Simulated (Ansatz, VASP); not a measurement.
# Two plane-wave programs on FeO

Contents of INCAR:

```
  ALGO = Normal
  EDIFF = 1E-6
  EDIFFG = -0.01
  ENCUT = 600
  GGA = PE
  IBRION = 2
  ISIF = 3
  ISMEAR = -1
  ISPIN = 2
  LASPH = True
  LCHARG = False
  LDAU = True
  LDAUJ = 0 0
  LDAUL = 2 -1
  LDAUPRINT = 1
  LDAUTYPE = 2
  LDAUU = 2 0
  LMAXMIX = 4
  LORBIT = 11
  LREAL = False
  LWAVE = False
  MAGMOM = 3 0
  NELM = 150
  NSW = 60
  PREC = Accurate
  SIGMA = 0.05
```

The input KPOINTS:

```
k-points
0
Gamma
  11 11 11
```

File POSCAR:

```
FeO
1.0
    0.0000000000      2.1554001600      2.1554001600
    2.1554001600      0.0000000000      2.1554001600
    2.1554001600      2.1554001600      0.0000000000
Fe O
1 1
Direct
    0.0000000000      0.0000000000      0.0000000000
    0.5000000000      0.5000000000      0.5000000000
```

input.yaml

```yaml
crystal:
  lattice:
    - [0.0, 2.15540016, 2.15540016]
    - [2.15540016, 0.0, 2.15540016]
    - [2.15540016, 2.15540016, 0.0]
  atoms:
    - { symbol: Fe, position: [0.0, 0.0, 0.0], spin: 3.0 }
    - { symbol: O, position: [0.5, 0.5, 0.5] }
hamiltonian:
  xc: pbe
  pseudopotentials: { kind: paw }
  hubbard: { sites: [{ species: Fe, l: d, u_eff: 2.0 }] }
magnetization:
  spin_polarized: true
kpoints:
  mp_grid: { grid: [11, 11, 11] }
scf:
  occupations: { method: fermi_dirac, width: 0.05 }
output:
  forces: true
  stress: true
  eigenvalues: true
  write_density: true
  write_potential: true
  elf: true
  volumetric_format: npy
relax:
  f_tol: 0.01
  max_steps: 40
  cell: { stress_tol: 0.05 }
```

Alike in both runs: task relaxation of cell and atoms; functional PBE; k mesh 11 × 11 × 11; occupations fermi-dirac, width 0.05 eV; collinear spin; Hubbard terms Fe d U = 2.0 eV.

```csv
,VASP,Ansatz
version,VASP 6.6.1,Ansatz 0.2.0
potentials or method,"VASP PAW PBE potentials, release 64 (Fe, O)",Ansatz PAW
plane-wave cutoff (eV),600,420
valence electrons in the cell,14,22
```

```tsv
	VASP	Ansatz	Ansatz less VASP
gap on the k mesh at the Fermi level, each at its own relaxed structure (eV)	none	none	-
net moment per atom (μB)	2.00	2.00	0.000
size of the moment on the site where the two differ most (μB)	3.71	3.48	-0.235
relaxed volume (Å³/atom)	10.00	10.42	+0.421
relaxed cell length with the largest relative difference (Å)	3.046	3.047	+0.0001
```

Site moments also hang on the region over which each program counts them. The programs project onto different local orbitals, so the same U acts differently, and such runs can settle in different states. A gap of «none» marks a metal or a gap that the smearing closes. VASP's potentials hold 14 valence electrons a cell and Ansatz's 22, so a difference there can come from the potentials and not from the codes.

Noted on Ansatz's run: the magnetic or orbital state may not be the lowest; the plane-wave basis is chosen anew once the cell has moved, so the energies of steps on either side of that aren't comparable.
